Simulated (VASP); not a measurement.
# CaSe (P4/mmm) in VASP: notebook, part 2 of 2

VASP 6.6.1.

**4. Single point, r2SCAN (uniaxial z strain -5.4%)**

POSCAR

```
CaSe
1.0
    3.6347849189      0.0000000000      0.0000000000
    0.0000000000      3.6347849189      0.0000000000
    0.0000000000      0.0000000000      3.4399604472
Ca Se
1 1
Direct
    0.0000000000      0.0000000000      0.0000000000
    0.5000000000      0.5000000000      0.5000000000
```

INCAR.step1

```
PREC     = Accurate       # precision mode
ENCUT    = 520            # plane-wave cutoff, eV
ISMEAR   = -1             # smearing method
SIGMA    = 0.02           # smearing width, eV
LREAL    = False          # projectors in reciprocal space
LASPH    = True           # aspherical terms in the spheres
NELM     = 80             # most SCF steps
NBANDS   = 15             # bands
GGA      = PE             # functional
ALGO     = Normal         # electronic algorithm
EDIFF    = 1E-4           # SCF threshold, eV
LWAVE    = True           # write WAVECAR
LCHARG   = False          # write CHGCAR
```

INCAR.step2

```
PREC     = Accurate       # precision mode
ENCUT    = 520            # plane-wave cutoff, eV
EDIFF    = 1E-6           # SCF threshold, eV
ISMEAR   = -1             # smearing method
SIGMA    = 0.02           # smearing width, eV
LREAL    = False          # projectors in reciprocal space
LASPH    = True           # aspherical terms in the spheres
NELM     = 80             # most SCF steps
ALGO     = Normal         # electronic algorithm
ISIF     = 2              # what is computed and relaxed
LWAVE    = False          # write WAVECAR
LCHARG   = False          # write CHGCAR
METAGGA  = R2SCAN         # meta-GGA
LMIXTAU  = True         
NBANDS   = 15             # bands
ISTART   = 1
```

KPOINTS

```
regular mesh
0
Gamma
  8 8 8
```

Potentials or basis: VASP PAW PBE potentials, release 64 (Ca_sv, Se).

The run is started by

```console
$ cat potpaw_PBE.64/Ca_sv/POTCAR potpaw_PBE.64/Se/POTCAR > POTCAR
$ cp INCAR.step1 INCAR
$ mpirun -np 1 vasp_std > vasp.out
$ cp INCAR.step2 INCAR
$ mpirun -np 1 vasp_std > vasp.out
```

OUTCAR:

```text
PREC = Accurate
   ENCUT = 520
   EDIFF = 1E-6
   ISMEAR = -1
   LREAL = False
   LASPH = True
   NELM = 80
   ISIF = 2
   METAGGA = R2SCAN
   ISTART = 1

 ion  position               nearest neighbor table
   1  0.000  0.000  0.000-
   2  0.500  0.500  0.500-

  LATTYP: Found a simple tetragonal cell.
 ALAT       =     3.6347849189
 C/A-ratio  =     0.9464000000
[... 616 lines left out ...]
     13      10.7047      0.00000
     14      11.8267      0.00000
     15      12.4188      0.00000

 [... further k-points ...]

------------------------ aborting loop because EDIFF is reached ----------------------------------------

  FORCE on cell =-STRESS in cart. coord.  units (eV):
  Direction    XX          YY          ZZ          XY          YZ          ZX
  --------------------------------------------------------------------------------------
  -------------------------------------------------------------------------------------
  Total        0.0755067      0.0755067      2.9903464      0.0000000     -0.0000000     -0.0000000
  in kB        2.6618600      2.6618600    105.4195598      0.0000000     -0.0000000     -0.0000000
  external PRESSURE =      36.9144266 kB  Pullay stress =       0.0000000 kB

 VOLUME and BASIS-vectors are now :
 -----------------------------------------------------------------------------
  energy-cutoff  :      520.00
  volume of cell :       45.45
      direct lattice vectors                 reciprocal lattice vectors
     3.634784919  0.000000000  0.000000000     0.275119442  0.000000000  0.000000000
     0.000000000  3.634784919  0.000000000     0.000000000  0.275119442  0.000000000
     0.000000000  0.000000000  3.439960447     0.000000000  0.000000000  0.290701017

 POSITION                                       TOTAL-FORCE (eV/Angst)
 -----------------------------------------------------------------------------------
      0.00000      0.00000      0.00000         0.000000      0.000000      0.000000
      1.81739      1.81739      1.71998         0.000000      0.000000      0.000000
 -----------------------------------------------------------------------------------
    total drift:                               -0.000000      0.000000      0.000000

  FREE ENERGIE OF THE ION-ELECTRON SYSTEM (eV)
  ---------------------------------------------------
  free  energy   TOTEN  =       -25.1427674286 eV

  energy  without entropy=      -25.1427674260  energy(sigma->0) =      -25.14276743
```

OSZICAR.step1:

```text
N       E                     dE             d eps       ncg     rms          rms(c)
DAV:   1     0.105863131991E+03    0.10586E+03   -0.75574E+03  2250   0.100E+03
DAV:   2    -0.466007584607E+01   -0.11052E+03   -0.10436E+03  2817   0.246E+02
DAV:   3    -0.872463622278E+01   -0.40646E+01   -0.40236E+01  3066   0.450E+01
DAV:   4    -0.885813079594E+01   -0.13349E+00   -0.13344E+00  3087   0.738E+00
DAV:   5    -0.885903118008E+01   -0.90038E-03   -0.90036E-03  2952   0.610E-01    0.451E+00
DAV:   6    -0.872431931183E+01    0.13471E+00   -0.13278E-01  2613   0.234E+00    0.264E+00
DAV:   7    -0.871073791467E+01    0.13581E-01   -0.75654E-02  3012   0.193E+00    0.820E-01
DAV:   8    -0.871248642192E+01   -0.17485E-02   -0.14972E-02  2391   0.883E-01    0.116E-01
DAV:   9    -0.871238423576E+01    0.10219E-03   -0.88937E-04  2959   0.301E-01    0.593E-02
DAV:  10    -0.871245377787E+01   -0.69542E-04   -0.21697E-04  2425   0.105E-01
   1 F= -.87124538E+01 E0= -.87124310E+01  d E =-.454922E-04
```

It took 3.1 min on 1 thread of Intel Xeon 8259CL, shared host; peak memory 0.2 GiB.

Results:

```yaml
Free_energy: -25.1428 eV
Pressure: 3.7 GPa
Band_gap_on_the_k_mesh: 0.55 eV
```

Stress tensor (GPa, compression positive):
```
 0.27  0.00  0.00
 0.00  0.27  0.00
 0.00  0.00 10.54
```

Levels at points of the mesh, in eV from the valence-band top:
| k point | band 4 | band 5 | band 6 | band 7 | band 8 | band 9 | band 10 | band 11 | band 12 | band 13 |
| --- | --- | --- | --- | --- | --- | --- | --- | --- | --- | --- |
| (0.00, 0.00, 0.00) | -23.40 | -14.21 | -1.61 | -1.61 | -0.81 | 0.87 | 0.93 | 2.90 | 4.35 | 4.62 |
| (0.50, 0.00, 0.00) | -23.38 | -13.39 | -5.70 | -1.88 | -1.04 | 1.89 | 4.87 | 4.88 | 5.16 | 5.61 |
| (0.50, 0.50, 0.00) | -23.37 | -13.12 | -4.34 | -4.34 | 0.00 | 0.55 | 3.49 | 3.49 | 3.51 | 5.46 |
| (0.00, 0.00, 0.50) | -23.37 | -13.18 | -5.65 | -1.71 | -1.71 | 2.13 | 4.75 | 5.10 | 5.28 | 5.41 |
| (0.50, 0.00, 0.50) | -23.35 | -12.90 | -4.36 | -4.13 | -0.59 | 0.82 | 2.90 | 2.91 | 3.15 | 5.60 |
| (0.50, 0.50, 0.50) | -23.50 | -12.28 | -4.55 | -4.44 | -4.44 | 4.02 | 4.02 | 4.10 | 5.57 | 5.75 |

Caveat: the cell differs from its parent crystal (uniaxial z strain -5.4%); the stress differs along the axes, from 0 to 11 GPa; the structure was generated, so it needn't be the stable form of CaSe; semilocal functionals underestimate gaps, and a narrow one can read as zero; the PAW data sets were made with another functional, which shifts forces and pressure a little.

**5. Single point, r2SCAN (uniaxial x strain -5.0%)**

POSCAR

```
CaSe
1.0
    3.4534091514      0.0000000000      0.0000000000
    0.0000000000      3.6347849189      0.0000000000
    0.0000000000      0.0000000000      3.6347849189
Ca Se
1 1
Direct
    0.0000000000      0.0000000000      0.0000000000
    0.5000000000      0.5000000000      0.5000000000
```

INCAR.step1

```
ALGO = Normal
EDIFF = 1E-4
ENCUT = 520
GGA = PE
ISMEAR = 0
LASPH = T
LCHARG = F
LREAL = F
LWAVE = T
NBANDS = 15
NELM = 100
PREC = Accurate
SIGMA = 0.01
```

INCAR.step2

```
ALGO = Normal
EDIFF = 1E-7
ENCUT = 520
ISIF = 2
ISMEAR = 0
ISTART = 1
LASPH = T
LCHARG = F
LMIXTAU = T
LREAL = F
LWAVE = F
METAGGA = R2SCAN
NBANDS = 15
NELM = 100
PREC = Accurate
SIGMA = 0.01
```

KPOINTS

```
k-points
0
Gamma
  8 8 8
```

The run is started by

```console
$ cat potpaw_PBE.64/Ca_sv/POTCAR potpaw_PBE.64/Se/POTCAR > POTCAR
$ cp INCAR.step1 INCAR
$ mpirun -np 1 vasp_std > vasp.out
$ cp INCAR.step2 INCAR
$ mpirun -np 1 vasp_std > vasp.out
```

Run time: 4.9 min. Hardware: 1 thread of Intel Xeon 8259CL, shared host; peak memory 0.2 GiB.

It converged, with:

```yaml
Free_energy: -25.1541 eV
Pressure: 3.4 GPa
Band_gap_on_the_k_mesh: 0.60 eV
```

Stress tensor (GPa, compression positive):
```
9.72 0.00 0.00
0.00 0.25 0.00
0.00 0.00 0.25
```

Levels at points of the mesh, in eV from the valence-band top:
| k point | band 6 | band 7 | band 8 | band 9 | band 10 | band 11 |
| --- | --- | --- | --- | --- | --- | --- |
| (0.00, 0.00, 0.00) | -1.55 | -1.55 | -0.82 | 0.92 | 0.98 | 2.90 |
| (0.50, 0.00, 0.00) | -5.59 | -1.66 | -1.66 | 2.16 | 4.78 | 5.12 |
| (0.00, 0.50, 0.00) | -5.64 | -1.81 | -1.04 | 1.94 | 4.90 | 4.90 |
| (0.50, 0.50, 0.00) | -4.30 | -4.09 | -0.55 | 0.85 | 2.95 | 2.97 |
| (0.00, 0.50, 0.50) | -4.29 | -4.29 | 0.00 | 0.60 | 3.50 | 3.50 |
| (0.50, 0.50, 0.50) | -4.49 | -4.39 | -4.39 | 4.05 | 4.05 | 4.12 |

Caveat: the cell differs from its parent crystal (uniaxial x strain -5.0%); the stress differs along the axes, from 0 to 10 GPa; the structure was generated, so it needn't be the stable form of CaSe; semilocal functionals underestimate gaps, and a narrow one can read as zero; the PAW data sets were made with another functional, which shifts forces and pressure a little.

**6. The runs side by side**

```csv
level,cell,smearing,gap on the mesh (eV),pressure (GPa)
PBE,"a = 3.635, b = 3.635, c = 3.440 Å, 2 atoms",fermi-dirac 0.02 eV,0.10,4.2
PBE,"a = 3.453, b = 3.635, c = 3.635 Å, 2 atoms",fermi-dirac 0.02 eV,0.15,3.9
r2SCAN,"a = 3.635, b = 3.635, c = 3.440 Å, 2 atoms",fermi-dirac 0.02 eV,0.55,3.7
r2SCAN,"a = 3.453, b = 3.635, c = 3.635 Å, 2 atoms",gaussian 0.01 eV,0.60,3.4
```

Alike in all rows: task single point; potentials or basis VASP PAW PBE potentials, release 64 (Ca_sv, Se); no spin polarisation; k mesh 8 × 8 × 8; cutoff (eV) 520.

Caveats: the structure was generated, so it needn't be the stable form of CaSe; semilocal functionals underestimate gaps, and a narrow one can read as zero; the PAW data sets were made with another functional, which shifts forces and pressure a little (at least some runs); the stress differs along the axes, from 1 to 11 GPa (at least some runs); the stress differs along the axes, from 1 to 10 GPa (at least some runs); the stress differs along the axes, from 0 to 11 GPa (at least some runs); the stress differs along the axes, from 0 to 10 GPa (at least some runs).

Absolute energies hang on the potentials; compare differences alone.
